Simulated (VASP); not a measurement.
# As (R-3m) in VASP: notebook, part 3 of 3

VASP 6.6.1. Earlier steps stand in the parts before.

### 5 Electric field gradients, PBE (volume scaled by 1.02)

INCAR

```
SYSTEM = As
PREC = Accurate
ENCUT = 520
EDIFF = 1E-8
ISMEAR = -1
SIGMA = 0.05
LREAL = .False.
LASPH = .True.
NELM = 60
ALGO = Normal
ISIF = 2
LWAVE = .False.
LCHARG = .False.
GGA = PE
LEFG = .True.
NBANDS = 12
```

KPOINTS

```
Automatic mesh
0
Gamma
  13 13 13
  0 0 0
```

POSCAR

```
As
1.0
    1.8921984922      1.0924613088      3.5088552423
   -1.8921984922      1.0924613088      3.5088552423
    0.0000000000     -2.1849226177      3.5088552423
As
2
Direct
    0.2275400000      0.2275400000      0.2275400000
    0.7724600000      0.7724600000      0.7724600000
```

Potentials or basis: VASP PAW PBE potentials, release 64 (As).

The run is started by

```
$ cat potpaw_PBE.64/As/POTCAR > POTCAR
$ mpirun -np 1 vasp_std > vasp.out
```

OUTCAR:

```text
SYSTEM = As
   PREC = Accurate
   ENCUT = 520
   EDIFF = 1E-8
   ISMEAR = -1
   LREAL = .False.
   LASPH = .True.
   NELM = 60
   ISIF = 2
   GGA = PE

 ion  position               nearest neighbor table
   1  0.228  0.228  0.228-   2 2.53   2 2.53   2 2.53
   2  0.772  0.772  0.772-   1 2.53   1 2.53   1 2.53

  LATTYP: Found a trigonal (rhomboedric) cell.
 ALAT       =     4.1335156896
 COS(alpha) =     0.5808936906

  Lattice vectors:

 A1 = (   1.8921984922,   1.0924613088,   3.5088552423)
 A2 = (  -1.8921984922,   1.0924613088,   3.5088552423)
 A3 = (   0.0000000000,  -2.1849226177,   3.5088552423)

Analysis of symmetry for initial positions (statically):
=====================================================================
 Subroutine PRICEL returns:
 Original cell was already a primitive cell.

 Routine SETGRP: Setting up the symmetry group for a
 trigonal (rhombohedral) supercell.

 Subroutine GETGRP returns: Found 12 space group operations
 (whereof 12 operations were pure point group operations)
 out of a pool of 12 trial point group operations.

The static configuration has the point symmetry D_3d.

Analysis of symmetry for dynamics (positions and initial velocities):
=====================================================================
 Subroutine PRICEL returns:
 Original cell was already a primitive cell.

 Routine SETGRP: Setting up the symmetry group for a
 trigonal (rhombohedral) supercell.

 Subroutine GETGRP returns: Found 12 space group operations
 (whereof 12 operations were pure point group operations)
 out of a pool of 12 trial point group operations.

The dynamic configuration has the point symmetry D_3d.

 Subroutine INISYM returns: Found 12 space group operations
 (whereof 12 operations are pure point group operations),
 and found     1 'primitive' translations

----------------------------------------------------------------------------------------

                                     Primitive cell

  volume of cell :      43.5201

  direct lattice vectors                    reciprocal lattice vectors
     1.892198492  1.092461309  3.508855242     0.264242891  0.152560704  0.094997744
    -1.892198492  1.092461309  3.508855242    -0.264242891  0.152560704  0.094997744
     0.000000000 -2.184922618  3.508855242     0.000000000 -0.305121409  0.094997744

  length of vectors
     4.133515690  4.133515690  4.133515690     0.319567904  0.319567904  0.319567904

  position of ions in fractional coordinates (direct lattice)
     0.227540000  0.227540000  0.227540000
     0.772460000  0.772460000  0.772460000

  ion indices of the primitive-cell ions
   primitive index   ion index
                 1           1
                 2           2

----------------------------------------------------------------------------------------

 KPOINTS: Automatic mesh

Automatic generation of k-mesh.
 Grid dimensions read from file:
 generate k-points for:   13   13   13

 Generating k-lattice:

  Cartesian coordinates                     Fractional coordinates (reciprocal lattice)
     0.020326376  0.011735439  0.007307519     0.076923077  0.000000000  0.000000000
[... 75 lines left out ...]
   EFERMI_NEDOS =   21; number of points for ismear=-14 and -15
   IALGO  =     38    algorithm
   IMIX   =      4    mixing-type and parameters
     AMIX     =   0.40;   BMIX     =  1.00
     AMIX_MAG =   1.60;   BMIX_MAG =  1.00
  volume/ion in A,a.u.               =      21.76       146.84
  Fermi-wavevector in a.u.,A,eV,Ry     =   1.002717  1.894860 13.679858  1.005441
  Thomas-Fermi vector in A             =   2.135222
   LORBIT       =      0    0 simple, 1 ext, 2 COOP (PROOUT), +10 PAW based schemes
   GGA     = PE    functional components
   LHFCALC =     F    Hartree Fock is set to
   AEXX    =    0.0000 exact exchange contribution
   IVDW    =     0    specifies the selected vdW correction
   LEPSILON=     F    determine dielectric tensor
   LRPA    =     F    only Hartree local field effects (RPA)
 non-spin polarized calculation
  energy-cutoff  :      520.00
  volume of cell :       43.52
 maximum number of plane-waves:      1187
   NGX = 15   NGY = 15   NGZ = 15

 number of electron      10.0000000 magnetization

 number of electron       9.9999999 magnetization

 Free energy of the ion-electron system (eV)
  ---------------------------------------------------
  ext. energy  EPLUGINS =         0.00000000
  ---------------------------------------------------
  free energy    TOTEN  =        -9.33393595 eV

  energy without entropy =       -9.33303902  energy(sigma->0) =       -9.33348749

 E-fermi :   5.4144     XC(G=0):  -9.9279

 val. band max:        5.3652790399   @ k =   0.4615   0.0769   0.0769
 cond. band min:       5.4816215512   @ k =   0.3846   0.1538   0.1538
 fundamental gap:      0.1163425113
 Fermi energy:         5.4143547981

 k-point     1 :       0.0000    0.0000    0.0000
  band No.  band energies     occupation
      1      -9.5707      2.00000
      2      -0.5185      2.00000
      3       2.8687      2.00000
      4       3.3653      2.00000
      5       3.3653      2.00000
      6       7.0951      0.00000
      7       8.2659      0.00000
      8       8.2659      0.00000
      9      12.1339      0.00000
     10      12.1339      0.00000
     11      12.5323      0.00000
     12      14.0235      0.00000
[... 331 lines left out ...]
 k-point    24 :       0.4615    0.1538   -0.0000
  band No.  band energies     occupation
      1      -7.3223      2.00000
      2      -4.8157      2.00000
      3       1.2423      2.00000
      4       1.9587      2.00000
      5       3.5299      2.00000
      6       7.0023      0.00000
      7       7.1854      0.00000
      8       8.2492      0.00000
      9      11.9784      0.00000
     10      14.9584      0.00000
     11      15.5351      0.00000
     12      17.2505      0.00000

 [... further k-points ...]
[... 5 lines left out ...]
  --------------------------------------------------------------------------------------
  -------------------------------------------------------------------------------------
  Total        0.6674246      0.6674246      0.5092886     -0.0000000     -0.0000000      0.0000000
  in kB       24.5710276     24.5710276     18.7493010     -0.0000000     -0.0000000      0.0000000
  external PRESSURE =      22.6304521 kB  Pullay stress =       0.0000000 kB

 VOLUME and BASIS-vectors are now :
 -----------------------------------------------------------------------------
  energy-cutoff  :      520.00
  volume of cell :       43.52
      direct lattice vectors                 reciprocal lattice vectors
     1.892198492  1.092461309  3.508855242     0.264242891  0.152560704  0.094997744
    -1.892198492  1.092461309  3.508855242    -0.264242891  0.152560704  0.094997744
     0.000000000 -2.184922618  3.508855242     0.000000000 -0.305121409  0.094997744

 POSITION                                       TOTAL-FORCE (eV/Angst)
 -----------------------------------------------------------------------------------
      0.00000     -0.00000      2.39521         0.000000     -0.000000      0.148517
      0.00000     -0.00000      8.13135         0.000000      0.000000     -0.148517
 -----------------------------------------------------------------------------------
    total drift:                               -0.000000      0.000000     -0.000000

  FREE ENERGIE OF THE ION-ELECTRON SYSTEM (eV)
  ---------------------------------------------------
  free  energy   TOTEN  =        -9.3339359514 eV

  energy  without entropy=       -9.3330390186  energy(sigma->0) =       -9.33348749

 Electric field gradients (V/A^2)
---------------------------------------------------------------------
 ion       V_xx      V_yy      V_zz      V_xy      V_xz      V_yz
---------------------------------------------------------------------
   1      24.137    24.137   -48.275    -0.000     0.000     0.000
   2      24.137    24.137   -48.275    -0.000     0.000     0.000
---------------------------------------------------------------------

 Electric field gradients after diagonalization (V/A^2)
 (convention: |V_zz| > |V_xx| > |V_yy|)
----------------------------------------------------------------------
 ion       V_xx      V_yy      V_zz     asymmetry (V_yy - V_xx)/ V_zz
----------------------------------------------------------------------
   1      24.137    24.137   -48.275       0.000
   2      24.137    24.137   -48.275       0.000
----------------------------------------------------------------------

           NMR quadrupolar parameters

 Cq : quadrupolar parameter    Cq=e*Q*V_zz/h
 eta: asymmetry parameters     (V_yy - V_xx)/ V_zz
 Q  : nuclear electric quadrupole moment in mb (millibarn)
----------------------------------------------------------------------
 ion       Cq(MHz)       eta       Q (mb)
----------------------------------------------------------------------
   1      -0.117       0.000       1.000
   2      -0.117       0.000       1.000
----------------------------------------------------------------------
```

OSZICAR:

```text
N       E                     dE             d eps       ncg     rms          rms(c)
DAV:   1     0.291808605623E+02    0.29181E+02   -0.42267E+03  5544   0.694E+02
DAV:   2    -0.767874649029E+01   -0.36860E+02   -0.35169E+02  7548   0.110E+02
DAV:   3    -0.933931340793E+01   -0.16606E+01   -0.16544E+01  7004   0.240E+01
DAV:   4    -0.934765896078E+01   -0.83456E-02   -0.83450E-02  6260   0.193E+00
DAV:   5    -0.934767998129E+01   -0.21021E-04   -0.21020E-04  7008   0.106E-01    0.326E+00
DAV:   6    -0.933844411407E+01    0.92359E-02   -0.50742E-03  6244   0.442E-01    0.196E+00
DAV:   7    -0.933375801355E+01    0.46861E-02   -0.11520E-02  6524   0.683E-01    0.884E-02
DAV:   8    -0.933388637773E+01   -0.12836E-03   -0.41191E-04  6664   0.121E-01    0.330E-02
DAV:   9    -0.933393604897E+01   -0.49671E-04   -0.64420E-05  6576   0.509E-02    0.120E-02
DAV:  10    -0.933393581209E+01    0.23688E-06   -0.44170E-06  6672   0.118E-02    0.370E-03
DAV:  11    -0.933393580995E+01    0.21379E-08   -0.85081E-07  6472   0.571E-03    0.123E-03
DAV:  12    -0.933393592342E+01   -0.11347E-06   -0.50106E-08  6800   0.127E-03    0.266E-04
DAV:  13    -0.933393594665E+01   -0.23229E-07   -0.11122E-08  5316   0.650E-04    0.122E-04
DAV:  14    -0.933393595144E+01   -0.47881E-08   -0.11072E-09  3368   0.210E-04
   1 F= -.93339360E+01 E0= -.93334875E+01  d E =-.896933E-03
```

Run time: 75 s. Hardware: 1 thread of Intel Xeon 6975P-C, shared host; peak memory 0.25 GiB.

Results:

- Free energy: -9.3339 eV
- Pressure: 2.3 GPa
- Largest force: 0.149 eV/Å
- Band gap on the k mesh: zero (band 5 reaches 5.56 eV, above the bottom of band 6 at 5.20 eV)

Forces in eV/Å, atoms in the order of the input:
```
As   0.000  0.000  0.149
As   0.000  0.000 -0.149
```

Levels at points of the mesh, in eV from the Fermi level:
```csv
k point,band 2,band 3,band 4,band 5,band 6,band 7,band 8,band 9
"(0.00, 0.00, 0.00)",-5.93,-2.55,-2.05,-2.05,1.68,2.85,2.85,6.72
```

Electric field gradients, principal values (V/Å²):
```csv
atom,least,middle,greatest (by size)
1 As,24.137,24.137,-48.275
2 As,24.137,24.137,-48.275
```

Caveat: without QUAD_EFG the Cq values of the log hold for a quadrupole moment of 1 mb, not for the nuclei.

### 6 Electric field gradients, PBE (volume scaled by 1.06)

INCAR

```
SYSTEM = As
ALGO = Normal ; EDIFF = 1E-8
ENCUT = 520 ; GGA = PE
ISIF = 2 ; ISMEAR = -1
LASPH = .True. ; LCHARG = .False.
LEFG = .True. ; LREAL = .False.
LWAVE = .False. ; NBANDS = 12
NELM = 60 ; PREC = Accurate
SIGMA = 0.05
```

KPOINTS

```
k-points
0
Gamma
  13 13 13
  0 0 0
```

POSCAR

```
As
1.0
    1.9166166498      1.1065591387      3.5541357880
   -1.9166166498      1.1065591387      3.5541357880
    0.0000000000     -2.2131182774      3.5541357880
As
2
Direct
    0.2275400000      0.2275400000      0.2275400000
    0.7724600000      0.7724600000      0.7724600000
```

Potentials or basis: VASP PAW PBE potentials, release 64 (As).

The run is started by

```
$ cat potpaw_PBE.64/As/POTCAR > POTCAR
$ mpirun -np 1 vasp_std > vasp.out
```

OUTCAR:

```text
SYSTEM = As
   EDIFF = 1E-8
   ENCUT = 520
   GGA = PE
   ISIF = 2
   ISMEAR = -1
   LASPH = .True.
   LREAL = .False.
   NELM = 60
   PREC = Accurate

 ion  position               nearest neighbor table
   1  0.228  0.228  0.228-   2 2.57   2 2.57   2 2.57
   2  0.772  0.772  0.772-   1 2.57   1 2.57   1 2.57

  LATTYP: Found a trigonal (rhomboedric) cell.
 ALAT       =     4.1868572592
 COS(alpha) =     0.5808936906

  Lattice vectors:

 A1 = (   1.9166166498,   1.1065591387,   3.5541357880)
[... 571 lines left out ...]
  FREE ENERGIE OF THE ION-ELECTRON SYSTEM (eV)
  ---------------------------------------------------
  free  energy   TOTEN  =        -9.3425449293 eV

  energy  without entropy=       -9.3416588498  energy(sigma->0) =       -9.34210189

 Electric field gradients (V/A^2)
---------------------------------------------------------------------
 ion       V_xx      V_yy      V_zz      V_xy      V_xz      V_yz
---------------------------------------------------------------------
   1      23.989    23.989   -47.978    -0.000     0.000    -0.000
   2      23.989    23.989   -47.978    -0.000     0.000    -0.000
---------------------------------------------------------------------

 Electric field gradients after diagonalization (V/A^2)
 (convention: |V_zz| > |V_xx| > |V_yy|)
----------------------------------------------------------------------
 ion       V_xx      V_yy      V_zz     asymmetry (V_yy - V_xx)/ V_zz
----------------------------------------------------------------------
   1      23.989    23.989   -47.978       0.000
   2      23.989    23.989   -47.978       0.000
----------------------------------------------------------------------

           NMR quadrupolar parameters

 Cq : quadrupolar parameter    Cq=e*Q*V_zz/h
 eta: asymmetry parameters     (V_yy - V_xx)/ V_zz
 Q  : nuclear electric quadrupole moment in mb (millibarn)
----------------------------------------------------------------------
 ion       Cq(MHz)       eta       Q (mb)
----------------------------------------------------------------------
   1      -0.116       0.000       1.000
   2      -0.116       0.000       1.000
----------------------------------------------------------------------
```

OSZICAR:

```text
N       E                     dE             d eps       ncg     rms          rms(c)
DAV:   1     0.283826693897E+02    0.28383E+02   -0.41347E+03  5544   0.690E+02
DAV:   2    -0.771862423860E+01   -0.36101E+02   -0.34446E+02  7564   0.108E+02
DAV:   3    -0.934439233269E+01   -0.16258E+01   -0.16201E+01  6936   0.237E+01
DAV:   4    -0.935283193471E+01   -0.84396E-02   -0.84369E-02  6308   0.196E+00
DAV:   5    -0.935285452228E+01   -0.22588E-04   -0.22588E-04  6936   0.110E-01    0.306E+00
DAV:   6    -0.934603055735E+01    0.68240E-02   -0.42736E-03  6308   0.420E-01    0.184E+00
DAV:   7    -0.934236506995E+01    0.36655E-02   -0.10027E-02  6480   0.656E-01    0.926E-02
DAV:   8    -0.934249528599E+01   -0.13022E-03   -0.37919E-04  6784   0.115E-01    0.323E-02
DAV:   9    -0.934254518258E+01   -0.49897E-04   -0.63456E-05  6496   0.509E-02    0.111E-02
DAV:  10    -0.934254478260E+01    0.39998E-06   -0.47835E-06  6764   0.121E-02    0.312E-03
DAV:  11    -0.934254476599E+01    0.16610E-07   -0.72926E-07  6408   0.530E-03    0.126E-03
DAV:  12    -0.934254489649E+01   -0.13050E-06   -0.53830E-08  6808   0.134E-03    0.264E-04
DAV:  13    -0.934254493178E+01   -0.35285E-07   -0.93197E-09  4996   0.591E-04    0.957E-05
DAV:  14    -0.934254492927E+01    0.25042E-08   -0.10245E-09  3364   0.204E-04
   1 F= -.93425449E+01 E0= -.93421019E+01  d E =-.886079E-03
```

Run time: 67 s. Hardware: 1 thread of Intel Xeon 6975P-C, shared host; peak memory 0.25 GiB.

Results:

* Free energy: -9.3425 eV
* Pressure: -0.6 GPa
* Largest force: 0.095 eV/Å
* Band gap on the k mesh: zero (band 5 reaches 5.10 eV, above the bottom of band 6 at 4.77 eV)

Forces in eV/Å, atoms in the order of the input:
```
As   0.000  0.000 -0.095
As   0.000  0.000  0.095
```

Electric field gradients, principal values (V/Å²):
| atom | least | middle | greatest (by size) |
| --- | --- | --- | --- |
| 1 As | 23.989 | 23.989 | -47.978 |
| 2 As | 23.989 | 23.989 | -47.978 |

Caveat: without QUAD_EFG the Cq values of the log hold for a quadrupole moment of 1 mb, not for the nuclei.

### 7 Summary

```tsv
cell	k mesh	gap on the mesh (eV)	pressure (GPa)	largest force (eV/Å)
a = 4.106 Å, angles 54.5°, 2 atoms	4 × 4 × 4	0.08	3.9	0.08
a = 4.106 Å, angles 54.5°, 2 atoms	6 × 6 × 6	none	3.8	0.16
a = 4.106 Å, angles 54.5°, 2 atoms	10 × 10 × 10	none	3.8	0.29
a = 4.134 Å, angles 54.5°, 2 atoms	13 × 13 × 13	none	2.3	0.15
a = 4.187 Å, angles 54.5°, 2 atoms	13 × 13 × 13	none	-0.6	0.10
```

Alike in all rows: task electric field gradients; level PBE; potentials or basis VASP PAW PBE potentials, release 64 (As); no spin polarisation; cutoff (eV) 520; smearing fermi-dirac 0.05 eV.

Caveats: some runs use coarse meshes.

Absolute energies hang on the potentials; compare differences alone.
